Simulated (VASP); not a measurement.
# Ag (Pm-3m) in VASP: further runs

Ag is run at these levels: LDA; tasks: single point.

Everything below comes from runs of VASP 6.6.1. Logs are shortened: lines on timing, memory, paths and dates and some standing lists are left out, and cuts for length are marked.

**1. The cell of the first run**

Symmetry: Pm-3m, No. 221, cubic system. The conventional cell has a = 2.415 Å, b = 2.415 Å, c = 2.415 Å, α = 90.00°, β = 90.00°, γ = 90.00°. Within 3.2 Å of Ag (site symmetry m-3m) lie 6 Ag at 2.42 Å.

**2. Single point, LDA (volume scaled by 0.76)**

Input file INCAR:

```
SYSTEM = Ag
PREC = Accurate ; ENCUT = 520
EDIFF = 1E-7 ; ISMEAR = -1
SIGMA = 0.1 ; LREAL = .False.
LASPH = .True. ; NELM = 60
ALGO = Normal ; ISIF = 2
LWAVE = .False. ; LCHARG = .False.
GGA = CA ; NBANDS = 12
```

Input file KPOINTS:

```
Automatic mesh
0
Gamma
  16 16 16
  0 0 0
```

Input file POSCAR:

```
Ag
1.0
    2.4154801751      0.0000000000      0.0000000000
    0.0000000000      2.4154801751      0.0000000000
    0.0000000000      0.0000000000      2.4154801751
Ag
1
Direct
    0.0000000000      0.0000000000      0.0000000000
```

Potentials or basis: VASP PAW LDA potentials, release 64 (Ag).

The run is started by

```bash
cat potpaw_LDA.64/Ag/POTCAR > POTCAR
mpirun -np 1 vasp_std > vasp.out
```

OUTCAR:

```text
SYSTEM = Ag
   PREC = Accurate
   ENCUT = 520
   EDIFF = 1E-7
   ISMEAR = -1
   LREAL = .False.
   LASPH = .True.
   NELM = 60
   ISIF = 2
   GGA = CA

 ion  position               nearest neighbor table
   1  0.000  0.000  0.000-

  LATTYP: Found a simple cubic cell.
 ALAT       =     2.4154801751

  Lattice vectors:

 A1 = (   2.4154801751,   0.0000000000,   0.0000000000)
 A2 = (   0.0000000000,   2.4154801751,   0.0000000000)
 A3 = (   0.0000000000,   0.0000000000,   2.4154801751)

Analysis of symmetry for initial positions (statically):
=====================================================================
 Subroutine PRICEL returns:
 Original cell was already a primitive cell.

 Routine SETGRP: Setting up the symmetry group for a
 simple cubic supercell.

 Subroutine GETGRP returns: Found 48 space group operations
 (whereof 48 operations were pure point group operations)
 out of a pool of 48 trial point group operations.

The static configuration has the point symmetry O_h .

Analysis of symmetry for dynamics (positions and initial velocities):
=====================================================================
 Subroutine PRICEL returns:
 Original cell was already a primitive cell.

 Routine SETGRP: Setting up the symmetry group for a
 simple cubic supercell.

 Subroutine GETGRP returns: Found 48 space group operations
 (whereof 48 operations were pure point group operations)
 out of a pool of 48 trial point group operations.

The dynamic configuration has the point symmetry O_h .

 Subroutine INISYM returns: Found 48 space group operations
 (whereof 48 operations are pure point group operations),
 and found     1 'primitive' translations

----------------------------------------------------------------------------------------

                                     Primitive cell

  volume of cell :      14.0932

  direct lattice vectors                    reciprocal lattice vectors
     2.415480175  0.000000000  0.000000000     0.413996360  0.000000000  0.000000000
     0.000000000  2.415480175  0.000000000     0.000000000  0.413996360  0.000000000
     0.000000000  0.000000000  2.415480175     0.000000000  0.000000000  0.413996360

  length of vectors
     2.415480175  2.415480175  2.415480175     0.413996360  0.413996360  0.413996360

  position of ions in fractional coordinates (direct lattice)
     0.000000000  0.000000000  0.000000000

  ion indices of the primitive-cell ions
   primitive index   ion index
                 1           1

----------------------------------------------------------------------------------------

 KPOINTS: Automatic mesh

Automatic generation of k-mesh.
 Grid dimensions read from file:
 generate k-points for:   16   16   16

 Generating k-lattice:

  Cartesian coordinates                     Fractional coordinates (reciprocal lattice)
     0.025874772  0.000000000  0.000000000     0.062500000  0.000000000  0.000000000
     0.000000000  0.025874772  0.000000000     0.000000000  0.062500000  0.000000000
     0.000000000  0.000000000  0.025874772     0.000000000  0.000000000  0.062500000

  Length of vectors
     0.025874772  0.025874772  0.025874772

  Shift w.r.t. Gamma in fractional coordinates (k-lattice)
     0.000000000  0.000000000  0.000000000

 Subroutine IBZKPT returns following result:
 ===========================================

 Found    165 irreducible k-points:

 Following reciprocal coordinates:
            Coordinates               Weight
  0.000000  0.000000  0.000000      1.000000
  0.062500  0.000000  0.000000      6.000000
  0.125000  0.000000  0.000000      6.000000
  0.187500  0.000000  0.000000      6.000000
  0.250000  0.000000  0.000000      6.000000
  0.312500  0.000000  0.000000      6.000000
[... 16 lines left out ...]
  0.437500  0.125000  0.000000     24.000000
  0.500000  0.125000  0.000000     12.000000
 [... further k-points ...]
   k-points           NKPTS =    165   k-points in BZ     NKDIM =    165   number of bands    NBANDS=     12
   number of dos      NEDOS =    301   number of ions     NIONS =      1
   total plane-waves  NPLWV =   5832
   dimension x,y,z NGX =    18 NGY =   18 NGZ =   18
   dimension x,y,z NGXF=    36 NGYF=   36 NGZF=   36
   ions per type =               1
   NGX,Y,Z   is equivalent  to a cutoff of  12.39, 12.39, 12.39 a.u.
   NGXF,Y,Z  is equivalent  to a cutoff of  24.78, 24.78, 24.78 a.u.
 SYSTEM =  Ag
   PREC   = accura    normal or accurate (medium, high low for compatibility)
   ISTART =      0    job   : 0-new  1-cont  2-samecut
   ICHARG =      2    charge: 1-file 2-atom 10-const
   ISPIN  =      1    spin polarized calculation?
   LNONCOLLINEAR =      F non collinear calculations
   LSORBIT =      F    spin-orbit coupling
   LASPH  =      T    aspherical Exc in radial PAW
   ENCUT  =  520.0 eV  38.22 Ry    6.18 a.u.   4.49  4.49  4.49*2*pi/ulx,y,z
   NELM   =     60;   NELMIN=  2; NELMDL= -5     # of ELM steps
   EDIFF  = 0.1E-06   stopping-criterion for ELM
   LREAL  =      F    real-space projection
   EDIFFG = 0.1E-05   stopping-criterion for IOM
   NSW    =      0    number of steps for IOM
   IBRION =     -1    ionic relax: 0-MD 1-quasi-New 2-CG
   NFREE  =      0    steps in history (QN), initial steepest desc. (CG)
   ISIF   =      2    stress and relaxation
   ISYM   =      2    0-nonsym 1-usesym 2-fastsym
   POTIM  = 0.5000    time-step for ionic-motion
   TEBEG  =    0.0;   TEEND  =   0.0 temperature during run
   PSTRESS=    0.0 pullay stress
   NELECT =      11.0000    total number of electrons
   NUPDOWN=      -1.0000    fix difference up-down
   EMIN   =  10.00;   EMAX   =-10.00  energy-range for DOS
   EFERMI =   0.00;   METHOD = LEGACY
   ISMEAR =    -1;   SIGMA  =   0.10  broadening in eV -4-tet -1-fermi 0-gaus
   EFERMI_NEDOS =   21; number of points for ismear=-14 and -15
   IALGO  =     38    algorithm
   IMIX   =      4    mixing-type and parameters
     AMIX     =   0.40;   BMIX     =  1.00
     AMIX_MAG =   1.60;   BMIX_MAG =  1.00
  volume/ion in A,a.u.               =      14.09        95.11
  Fermi-wavevector in a.u.,A,eV,Ry     =   1.507309  2.848401 30.912164  2.271980
  Thomas-Fermi vector in A             =   2.617912
   LORBIT       =      0    0 simple, 1 ext, 2 COOP (PROOUT), +10 PAW based schemes
   GGA     = CA    functional components
   LHFCALC =     F    Hartree Fock is set to
   AEXX    =    0.0000 exact exchange contribution
   IVDW    =     0    specifies the selected vdW correction
   LEPSILON=     F    determine dielectric tensor
   LRPA    =     F    only Hartree local field effects (RPA)
 non-spin polarized calculation
  energy-cutoff  :      520.00
  volume of cell :       14.09
 maximum number of plane-waves:       392
 NGX is ok and might be reduce to    18
   NGX =  9   NGY =  9   NGZ =  9

 number of electron      10.9999989 magnetization

 Free energy of the ion-electron system (eV)
  ---------------------------------------------------
  ext. energy  EPLUGINS =         0.00000000
  ---------------------------------------------------
  free energy    TOTEN  =        -2.73997375 eV

  energy without entropy =       -2.73458632  energy(sigma->0) =       -2.73728004

 E-fermi :  11.0279     XC(G=0): -13.6203

 val. band max:       10.9111461460   @ k =   0.3750   0.3125   0.0625
 cond. band min:      11.2484574217   @ k =   0.3750   0.2500   0.1875
 fundamental gap:      0.3373112757
 Fermi energy:        11.0278608659

 k-point     1 :       0.0000    0.0000    0.0000
  band No.  band energies     occupation
      1       1.9562      2.00000
      2       2.8792      2.00000
      3       2.8792      2.00000
      4       8.4444      2.00000
      5       8.4444      2.00000
      6       8.4444      2.00000
      7      27.8208      0.00000
      8      27.8208      0.00000
      9      27.8208      0.00000
     10      35.2649      0.00000
     11      35.2649      0.00000
     12      35.8798      0.00000

 k-point     2 :       0.0625    0.0000    0.0000
  band No.  band energies     occupation
      1       2.0740      2.00000
      2       2.8999      2.00000
      3       2.9838      2.00000
      4       8.3592      2.00000
      5       8.3592      2.00000
      6       8.4512      2.00000
      7      26.8915      0.00000
      8      28.0217      0.00000
      9      28.0217      0.00000
     10      34.8782      0.00000
     11      35.4807      0.00000
     12      36.7435      0.00000

 k-point     3 :       0.1250    0.0000    0.0000
  band No.  band energies     occupation
      1       2.3722      2.00000
      2       2.9591      2.00000
      3       3.3387      2.00000
      4       8.1232      2.00000
      5       8.1232      2.00000
      6       8.4706      2.00000
      7      24.9326      0.00000
      8      28.6007      0.00000
      9      28.6007      0.00000
     10      33.9288      0.00000
     11      35.4671      0.00000
     12      39.1372      0.00000

 k-point     4 :       0.1875    0.0000    0.0000
  band No.  band energies     occupation
      1       2.7292      2.00000
      2       3.0491      2.00000
      3       4.0236      2.00000
      4       7.7864      2.00000
      5       7.7864      2.00000
      6       8.4997      2.00000
      7      22.7468      0.00000
      8      29.4959      0.00000
      9      29.4959      0.00000
     10      32.7646      0.00000
     11      35.3096      0.00000
     12      42.0757      0.00000

 k-point     5 :       0.2500    0.0000    0.0000
  band No.  band energies     occupation
      1       3.0826      2.00000
      2       3.1573      2.00000
      3       5.0279      2.00000
      4       7.4110      2.00000
      5       7.4110      2.00000
      6       8.5343      2.00000
      7      20.5994      0.00000
      8      30.6247      0.00000
      9      30.6247      0.00000
     10      31.6192      0.00000
     11      34.9697      0.00000
     12      42.9225      0.00000
[... 228 lines left out ...]
      1       3.4258      2.00000
      2       3.9837      2.00000
      3       5.6467      2.00000
      4       7.0999      2.00000
      5       7.5588      2.00000
      6       8.2753      2.00000
      7      19.0482      0.00000
      8      27.8563      0.00000
      9      31.6411      0.00000
     10      32.7043      0.00000
     11      36.3396      0.00000
     12      40.8238      0.00000

 k-point    22 :       0.3750    0.1250    0.0000
  band No.  band energies     occupation
      1       3.5599      2.00000
      2       4.2429      2.00000
      3       5.6934      2.00000
      4       6.8175      2.00000
      5       8.3095      2.00000
      6       8.6023      2.00000
      7      17.1437      0.00000
      8      28.5438      0.00000
      9      31.2656      0.00000
     10      34.0498      0.00000
     11      34.8487      0.00000
     12      41.0474      0.00000

 k-point    23 :       0.4375    0.1250    0.0000
  band No.  band energies     occupation
      1       3.6433      2.00000
      2       4.4554      2.00000
      3       5.5538      2.00000
      4       6.6350      2.00000
      5       8.3326      2.00000
      6       9.8414      1.99999
      7      15.5505      0.00000
      8      28.8963      0.00000
      9      31.4798      0.00000
     10      33.4339      0.00000
     11      35.2945      0.00000
     12      39.9671      0.00000

 k-point    24 :       0.5000    0.1250    0.0000
  band No.  band energies     occupation
      1       3.6719      2.00000
      2       4.5437      2.00000
      3       5.4814      2.00000
      4       6.5721      2.00000
      5       8.3407      2.00000
      6      10.4876      1.99103
      7      14.8047      0.00000
      8      28.9668      0.00000
      9      32.1802      0.00000
     10      32.3608      0.00000
     11      35.9264      0.00000
     12      39.3136      0.00000

 [... further k-points ...]

------------------------ aborting loop because EDIFF is reached ----------------------------------------

  FORCE on cell =-STRESS in cart. coord.  units (eV):
  Direction    XX          YY          ZZ          XY          YZ          ZX
  --------------------------------------------------------------------------------------
  -------------------------------------------------------------------------------------
  Total        5.3496564      5.3496564      5.3496564      0.0000000      0.0000000      0.0000000
  in kB      608.1714676    608.1714676    608.1714676      0.0000000      0.0000000      0.0000000
  external PRESSURE =     608.1714676 kB  Pullay stress =       0.0000000 kB

 VOLUME and BASIS-vectors are now :
 -----------------------------------------------------------------------------
  energy-cutoff  :      520.00
  volume of cell :       14.09
      direct lattice vectors                 reciprocal lattice vectors
     2.415480175  0.000000000  0.000000000     0.413996360  0.000000000  0.000000000
     0.000000000  2.415480175  0.000000000     0.000000000  0.413996360  0.000000000
     0.000000000  0.000000000  2.415480175     0.000000000  0.000000000  0.413996360

 POSITION                                       TOTAL-FORCE (eV/Angst)
 -----------------------------------------------------------------------------------
      0.00000      0.00000      0.00000         0.000000      0.000000      0.000000
 -----------------------------------------------------------------------------------
    total drift:                                0.000000      0.000000     -0.000000

  FREE ENERGIE OF THE ION-ELECTRON SYSTEM (eV)
  ---------------------------------------------------
  free  energy   TOTEN  =        -2.7399737537 eV

  energy  without entropy=       -2.7345863247  energy(sigma->0) =       -2.73728004
```

It took 16 s on 1 thread of AMD EPYC 7R43 (Zen 3), shared host; peak memory 0.1 GiB.

What came out:

* Free energy: -2.7400 eV
* Pressure: 60.8 GPa

**3. Single point, LDA (volume scaled by 0.84)**

Input file INCAR:

```
ALGO = Normal
EDIFF = 1E-7
ENCUT = 520
GGA = CA
ISIF = 2
ISMEAR = -1
LASPH = T
LCHARG = F
LREAL = F
LWAVE = F
NBANDS = 12
NELM = 100
PREC = Accurate
SIGMA = 0.1
```

Input file KPOINTS:

```
k-points
0
Gamma
  16 16 16
```

Input file POSCAR:

```
Ag
1.0
    2.4974226260      0.0000000000      0.0000000000
    0.0000000000      2.4974226260      0.0000000000
    0.0000000000      0.0000000000      2.4974226260
Ag
1
Direct
    0.0000000000      0.0000000000      0.0000000000
```

Potentials or basis: VASP PAW LDA potentials, release 64 (Ag).

The run is started by

```bash
cat potpaw_LDA.64/Ag/POTCAR > POTCAR
mpirun -np 1 vasp_std > vasp.out
```

Wall time 20 s (1 thread of AMD EPYC 7R43 (Zen 3), shared host); peak memory 0.1 GiB.

The run converged. Its results:

```yaml
Free_energy: -3.1457 eV
Pressure: 29.4 GPa
```

Levels at points of the mesh, in eV from the Fermi level:
| k point | band 2 | band 3 | band 4 | band 5 | band 6 | band 7 | band 8 | band 9 |
| --- | --- | --- | --- | --- | --- | --- | --- | --- |
| (0.00, 0.00, 0.00) | -7.35 | -7.35 | -2.60 | -2.60 | -2.60 | 16.05 | 16.05 | 16.05 |
| (0.50, 0.00, 0.00) | -6.44 | -4.21 | -4.21 | -2.45 | -1.36 | 3.10 | 18.02 | 21.17 |
| (0.50, 0.50, 0.00) | -6.11 | -3.92 | -3.92 | -1.39 | 4.19 | 4.19 | 10.64 | 11.35 |
| (0.50, 0.50, 0.50) | -6.61 | -6.61 | -1.29 | -1.29 | 10.25 | 10.29 | 10.29 | 10.29 |

**4. Single point, LDA (volume scaled by 0.92)**

Input file INCAR:

```
PREC = Accurate
ENCUT = 520
EDIFF = 1E-7
ISMEAR = -1
SIGMA = 0.1
LREAL = False
LASPH = True
NELM = 80
ALGO = Normal
ISIF = 2
LWAVE = False
LCHARG = False
GGA = CA
NBANDS = 12
```

Input file KPOINTS:

```
Automatic mesh
0
Gamma
  16 16 16
```

Input file POSCAR:

```
Ag
1.0
    2.5743142206      0.0000000000      0.0000000000
    0.0000000000      2.5743142206      0.0000000000
    0.0000000000      0.0000000000      2.5743142206
Ag
1
Direct
    0.0000000000      0.0000000000      0.0000000000
```

Potentials or basis: VASP PAW LDA potentials, release 64 (Ag).

The run is started by

```bash
cat potpaw_LDA.64/Ag/POTCAR > POTCAR
mpirun -np 1 vasp_std > vasp.out
```

OUTCAR:

```text
PREC = Accurate
   ENCUT = 520
   EDIFF = 1E-7
   ISMEAR = -1
   LREAL = False
   LASPH = True
   NELM = 80
   ISIF = 2
   GGA = CA

 ion  position               nearest neighbor table
   1  0.000  0.000  0.000-

  LATTYP: Found a simple cubic cell.
 ALAT       =     2.5743142206

  Lattice vectors:

 A1 = (   2.5743142206,   0.0000000000,   0.0000000000)
 A2 = (   0.0000000000,   2.5743142206,   0.0000000000)
[... 537 lines left out ...]
     10      27.7468      0.00000
     11      30.2675      0.00000
     12      33.5937      0.00000

 [... further k-points ...]

------------------------ aborting loop because EDIFF is reached ----------------------------------------

  FORCE on cell =-STRESS in cart. coord.  units (eV):
  Direction    XX          YY          ZZ          XY          YZ          ZX
  --------------------------------------------------------------------------------------
  -------------------------------------------------------------------------------------
  Total        1.1704043      1.1704043      1.1704043      0.0000000      0.0000000      0.0000000
  in kB      109.9162260    109.9162260    109.9162260      0.0000000      0.0000000      0.0000000
  external PRESSURE =     109.9162260 kB  Pullay stress =       0.0000000 kB

 VOLUME and BASIS-vectors are now :
 -----------------------------------------------------------------------------
  energy-cutoff  :      520.00
  volume of cell :       17.06
      direct lattice vectors                 reciprocal lattice vectors
     2.574314221  0.000000000  0.000000000     0.388452968  0.000000000  0.000000000
     0.000000000  2.574314221  0.000000000     0.000000000  0.388452968  0.000000000
     0.000000000  0.000000000  2.574314221     0.000000000  0.000000000  0.388452968

 POSITION                                       TOTAL-FORCE (eV/Angst)
 -----------------------------------------------------------------------------------
      0.00000      0.00000      0.00000         0.000000      0.000000      0.000000
 -----------------------------------------------------------------------------------
    total drift:                                0.000000      0.000000      0.000000

  FREE ENERGIE OF THE ION-ELECTRON SYSTEM (eV)
  ---------------------------------------------------
  free  energy   TOTEN  =        -3.3262325277 eV

  energy  without entropy=       -3.3184302933  energy(sigma->0) =       -3.32233141
```

OSZICAR:

```text
N       E                     dE             d eps       ncg     rms          rms(c)
DAV:   1     0.519661497280E+02    0.51966E+02   -0.54900E+03  4000   0.828E+02
DAV:   2    -0.276493791912E+01   -0.54731E+02   -0.51684E+02  4580   0.195E+02
DAV:   3    -0.361095121434E+01   -0.84601E+00   -0.84535E+00  4616   0.256E+01
DAV:   4    -0.361398343709E+01   -0.30322E-02   -0.30321E-02  4400   0.157E+00
DAV:   5    -0.361401042971E+01   -0.26993E-04   -0.26992E-04  4604   0.134E-01    0.667E+00
DAV:   6    -0.334635555033E+01    0.26765E+00   -0.98397E-01  4300   0.885E+00    0.412E+00
DAV:   7    -0.333136268905E+01    0.14993E-01   -0.13364E-02  4436   0.104E+00    0.217E+00
DAV:   8    -0.332621895248E+01    0.51437E-02   -0.12478E-03  4396   0.306E-01    0.880E-02
DAV:   9    -0.332623256044E+01   -0.13608E-04   -0.10313E-05  4376   0.244E-02    0.141E-02
DAV:  10    -0.332623257511E+01   -0.14662E-07   -0.21651E-06  4516   0.110E-02    0.491E-03
DAV:  11    -0.332623252771E+01    0.47400E-07   -0.58115E-08  2824   0.197E-03
   1 F= -.33262325E+01 E0= -.33223314E+01  d E =-.780223E-02
```

stdout:

```text
POSCAR found type information on POSCAR Ag
 POSCAR found :  1 types and       1 ions
 scaLAPACK will be used
 LDA part: xc-table for (Slater(with rela. corr.)+CA(PZ))
 , standard interpolation
 POSCAR, INCAR and KPOINTS ok, starting setup
 FFT: planning ... GRIDC
 FFT: planning ... GRID_SOFT
 FFT: planning ... GRID
 WAVECAR not read
 entering main loop
```

Run time: 11 s. Hardware: 1 thread of Intel Xeon 6975P-C, shared host; peak memory 0.15 GiB.

What came out:

- Free energy: -3.3262 eV
- Pressure: 11.0 GPa

(Part 1 of 2 ends here.)
